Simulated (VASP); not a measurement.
# W (Immm) in VASP: single point with PBEsol

Aim: the single point of W with PBEsol.

Program: VASP 6.6.1. These are calculated values, not measurements. Logs are shortened: lines on timing, memory, paths and dates and some standing lists are left out, and cuts for length are marked.

## 1. The cell of the first run

Symmetry: Immm, No. 71, orthorhombic system. The conventional cell has a = 3.155 Å, b = 3.195 Å, c = 3.235 Å, α = 90.00°, β = 90.00°, γ = 90.00°. W (site symmetry mmm) has 14 W at 2.77 to 3.23 Å within 3.6 Å.

## 2. Single point, PBEsol (strain +0.0125 x Voigt [1, -1, 0, 0, 0, 0])

INCAR

```
SYSTEM = W
  PREC = Accurate
  ENCUT = 520
  EDIFF = 1E-7
  ISMEAR = 0
  SIGMA = 0.15
  LREAL = .FALSE.
  LASPH = .TRUE.
  NELM = 60
  ALGO = Fast
  ISIF = 2
  LWAVE = .FALSE.
  LCHARG = .FALSE.
  GGA = PS
  NBANDS = 13
```

KPOINTS

```
Automatic mesh
0
G
  20 20 20
  0 0 0
```

POSCAR

```
W
1.0
   -1.6172662500      1.5773337500      1.5973000000
    1.6172662500     -1.5773337500      1.5973000000
    1.6172662500      1.5773337500     -1.5973000000
W
1
Direct
    0.0000000000      0.0000000000      0.0000000000
```

Potentials or basis: VASP PAW PBE potentials, release 64 (W_sv).

The run is started by

```
$ cat potpaw_PBE.64/W_sv/POTCAR > POTCAR
$ mpirun -np 1 vasp_std > vasp.out
```

OUTCAR:

```text
SYSTEM = W
   PREC = Accurate
   ENCUT = 520
   EDIFF = 1E-7
   ISMEAR = 0
   LREAL = .FALSE.
   LASPH = .TRUE.
   NELM = 60
   ISIF = 2
   GGA = PS

 ion  position               nearest neighbor table
   1  0.000  0.000  0.000-

  LATTYP: Found a body centered orthorhombic cell.
 ALAT       =     3.1546675000
 B/A-ratio  =     1.0126582278
 C/A-ratio  =     1.0253164557

  Lattice vectors:

 A1 = (  -1.6172662500,  -1.5773337500,  -1.5973000000)
 A2 = (  -1.6172662500,   1.5773337500,   1.5973000000)
 A3 = (   1.6172662500,   1.5773337500,  -1.5973000000)

Analysis of symmetry for initial positions (statically):
=====================================================================
 Subroutine PRICEL returns:
 Original cell was already a primitive cell.

 Routine SETGRP: Setting up the symmetry group for a
 body centered orthorhombic supercell.

 Subroutine GETGRP returns: Found  8 space group operations
 (whereof  8 operations were pure point group operations)
 out of a pool of  8 trial point group operations.

The static configuration has the point symmetry D_2h.

Analysis of symmetry for dynamics (positions and initial velocities):
=====================================================================
 Subroutine PRICEL returns:
 Original cell was already a primitive cell.

 Routine SETGRP: Setting up the symmetry group for a
 body centered orthorhombic supercell.

 Subroutine GETGRP returns: Found  8 space group operations
 (whereof  8 operations were pure point group operations)
 out of a pool of  8 trial point group operations.

The dynamic configuration has the point symmetry D_2h.

 Subroutine INISYM returns: Found  8 space group operations
 (whereof  8 operations are pure point group operations),
 and found     1 'primitive' translations

----------------------------------------------------------------------------------------

                                     Primitive cell

  volume of cell :      16.2986

  direct lattice vectors                    reciprocal lattice vectors
    -1.617266250  1.577333750  1.597300000     0.000000000  0.316990618  0.313028235
     1.617266250 -1.577333750  1.597300000     0.309163689  0.000000000  0.313028235
     1.617266250  1.577333750 -1.597300000     0.309163689  0.316990618  0.000000000

  length of vectors
[... 87 lines left out ...]
   ISYM   =      2    0-nonsym 1-usesym 2-fastsym
   POTIM  = 0.5000    time-step for ionic-motion
   TEBEG  =    0.0;   TEEND  =   0.0 temperature during run
   PSTRESS=    0.0 pullay stress
   NELECT =      14.0000    total number of electrons
   NUPDOWN=      -1.0000    fix difference up-down
   EMIN   =  10.00;   EMAX   =-10.00  energy-range for DOS
   EFERMI =   0.00;   METHOD = LEGACY
   ISMEAR =     0;   SIGMA  =   0.15  broadening in eV -4-tet -1-fermi 0-gaus
   EFERMI_NEDOS =   21; number of points for ismear=-14 and -15
   IALGO  =     68    algorithm
   IMIX   =      4    mixing-type and parameters
     AMIX     =   0.40;   BMIX     =  1.00
     AMIX_MAG =   1.60;   BMIX_MAG =  1.00
  volume/ion in A,a.u.               =      16.30       109.99
  Fermi-wavevector in a.u.,A,eV,Ry     =   1.556206  2.940802 32.950261  2.421776
  Thomas-Fermi vector in A             =   2.660035
   LORBIT       =      0    0 simple, 1 ext, 2 COOP (PROOUT), +10 PAW based schemes
   GGA     = PS    functional components
   LHFCALC =     F    Hartree Fock is set to
   AEXX    =    0.0000 exact exchange contribution
   IVDW    =     0    specifies the selected vdW correction
   LEPSILON=     F    determine dielectric tensor
   LRPA    =     F    only Hartree local field effects (RPA)
 non-spin polarized calculation
 RMM-DIIS sequential band-by-band and
 Gauss-broadening in eV      SIGMA  =   0.15
  energy-cutoff  :      520.00
  volume of cell :       16.30
 maximum number of plane-waves:       454
 NGX is ok and might be reduce to    24
   NGX = 11   NGY = 11   NGZ = 11

 number of electron      14.0000001 magnetization

 Free energy of the ion-electron system (eV)
  ---------------------------------------------------
  ext. energy  EPLUGINS =         0.00000000
  ---------------------------------------------------
  free energy    TOTEN  =       -13.78567086 eV

  energy without entropy =      -13.78165776  energy(sigma->0) =      -13.78366431

 E-fermi :  10.9077     XC(G=0): -13.6045

 val. band max:       10.9068680919   @ k =  -0.0500   0.5000   0.0500
 cond. band min:      10.9119834460   @ k =   0.3500  -0.2500   0.2000
 fundamental gap:      0.0051153542
 Fermi energy:        10.9077415913

 k-point     1 :       0.0000    0.0000    0.0000
  band No.  band energies     occupation
      1     -63.3100      2.00000
      2     -26.9126      2.00000
      3     -26.9073      2.00000
      4     -26.8997      2.00000
      5       1.3799      2.00000
      6       9.5302      2.00000
      7       9.6956      2.00000
      8       9.8505      2.00000
      9      12.8551      0.00000
     10      13.2245      0.00000
     11      25.1276      0.00000
     12      25.3573      0.00000
     13      25.6000      0.00000
[... 354 lines left out ...]
  band No.  band energies     occupation
      1     -63.2064      2.00000
      2     -27.9150      2.00000
      3     -27.2585      2.00000
      4     -26.9317      2.00000
      5       4.8455      2.00000
      6       7.5719      2.00000
      7       9.8697      2.00000
      8      13.0254      0.00000
      9      13.7984      0.00000
     10      15.2202      0.00000
     11      23.3287      0.00000
     12      23.7030      0.00000
     13      29.3042      0.00000

 [... further k-points ...]

------------------------ aborting loop because EDIFF is reached ----------------------------------------

  FORCE on cell =-STRESS in cart. coord.  units (eV):
  Direction    XX          YY          ZZ          XY          YZ          ZX
  --------------------------------------------------------------------------------------
  -------------------------------------------------------------------------------------
  Total       -1.5177568     -0.6818304     -1.1144823      0.0000000      0.0000000      0.0000000
  in kB     -149.1973721    -67.0247694   -109.5549905      0.0000000      0.0000000      0.0000000
  external PRESSURE =    -108.5923774 kB  Pullay stress =       0.0000000 kB

 VOLUME and BASIS-vectors are now :
 -----------------------------------------------------------------------------
  energy-cutoff  :      520.00
  volume of cell :       16.30
      direct lattice vectors                 reciprocal lattice vectors
    -1.617266250  1.577333750  1.597300000     0.000000000  0.316990618  0.313028235
     1.617266250 -1.577333750  1.597300000     0.309163689  0.000000000  0.313028235
     1.617266250  1.577333750 -1.597300000     0.309163689  0.316990618  0.000000000

 POSITION                                       TOTAL-FORCE (eV/Angst)
 -----------------------------------------------------------------------------------
      0.00000      0.00000      0.00000         0.000000     -0.000000      0.000000
 -----------------------------------------------------------------------------------
    total drift:                               -0.000000      0.000000     -0.000000

  FREE ENERGIE OF THE ION-ELECTRON SYSTEM (eV)
  ---------------------------------------------------
  free  energy   TOTEN  =       -13.7856708620 eV

  energy  without entropy=      -13.7816577645  energy(sigma->0) =      -13.78366431
```

OSZICAR:

```text
N       E                     dE             d eps       ncg     rms          rms(c)
DAV:   1     0.833055028788E+02    0.83306E+02   -0.74415E+03 30441   0.122E+03
DAV:   2    -0.128673792039E+02   -0.96173E+02   -0.92476E+02 34076   0.315E+02
DAV:   3    -0.145003347388E+02   -0.16330E+01   -0.16283E+01 33339   0.398E+01
DAV:   4    -0.145069203134E+02   -0.65856E-02   -0.65854E-02 33611   0.281E+00
DAV:   5    -0.145069765712E+02   -0.56258E-04   -0.56257E-04 33706   0.244E-01    0.206E+01
RMM:   6    -0.139355707242E+02    0.57141E+00   -0.45707E-01 33061   0.615E+00    0.833E+00
RMM:   7    -0.137897918954E+02    0.14578E+00   -0.31978E-01 33265   0.511E+00    0.940E-01
RMM:   8    -0.137859184684E+02    0.38734E-02   -0.11949E-02 37750   0.120E+00    0.259E-01
RMM:   9    -0.137856796477E+02    0.23882E-03   -0.18420E-03 36587   0.510E-01    0.248E-02
RMM:  10    -0.137856788583E+02    0.78939E-06   -0.26893E-04 38441   0.197E-01    0.107E-02
RMM:  11    -0.137856697409E+02    0.91174E-05   -0.48276E-05 38230   0.814E-02    0.397E-03
RMM:  12    -0.137856707527E+02   -0.10118E-05   -0.85278E-06 39402   0.376E-02    0.190E-03
RMM:  13    -0.137856708262E+02   -0.73486E-07   -0.12995E-06 35070   0.146E-02    0.132E-03
RMM:  14    -0.137856708620E+02   -0.35804E-07   -0.31599E-07 29112   0.663E-03
   1 F= -.13785671E+02 E0= -.13783664E+02  d E =-.401310E-02
```

It took 5.8 min on 1 thread of Intel Xeon 8259CL, shared host; peak memory 0.34 GiB.

Results:

```
Free energy            : -13.7857 eV
Pressure               : -10.9 GPa
Band gap on the k mesh : zero (bands 7 and 8 overlap by 5.99 eV)
```

Stress tensor (GPa, compression positive):
```
-14.92   0.00   0.00
  0.00  -6.70   0.00
  0.00   0.00 -10.96
```

Caveat: the cell differs from its parent crystal (strain +0.0125 x Voigt [1, -1, 0, 0, 0, 0]); the cell stands under tension; the PAW data sets were made with another functional, which shifts forces and pressure a little; spin-orbit coupling is left out, which moves the levels of the heavy elements.
